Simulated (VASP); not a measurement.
Runs of VASP 6.6.1 on SiC. The structure is that of space group P6_3mc (No. 186), or close to it. The cells are those of the table. 

```csv
cell,gap on the mesh (eV),pressure (GPa),largest force (eV/Å)
"a = 3.246, b = 3.246, c = 4.530 Å, angles 90.0, 90.0, 120.0°, 4 atoms",1.85,7.6,3.13
"a = 3.026, b = 3.026, c = 5.215 Å, angles 90.0, 90.0, 120.0°, 4 atoms",2.46,(a),0.32
"a = 3.313, b = 3.313, c = 4.350 Å, angles 90.0, 90.0, 120.0°, 4 atoms",1.41,14.9,5.44
"a = 3.162, b = 3.162, c = 4.775 Å, angles 90.0, 90.0, 120.0°, 4 atoms",2.46,1.7,(c)
"a = 3.117, b = 3.117, c = 4.913 Å, angles 90.0, 90.0, 120.0°, 4 atoms",2.75,0.2,0.45
"a = 2.979, b = 2.979, c = 5.379 Å, angles 90.0, 90.0, 120.0°, 4 atoms",2.27,2.9,0.43
"a = 2.894, b = 2.894, c = 5.701 Å, angles 90.0, 90.0, 120.0°, 4 atoms",(b),9.8,0.27
```

Alike in all rows: task single point; level r2SCAN; potentials or basis VASP PAW PBE potentials, release 64 (Si, C); no spin polarisation; k mesh 12 × 12 × 6; cutoff (eV) 520; smearing gaussian 0.05 eV.

Task: Fill in the values left out.

Result: (a) 0.8; (b) 1.86; (c) 1.14.

Caveats: the PAW data sets were made with another functional, which shifts forces and pressure a little.

A k mesh can miss the band edges.
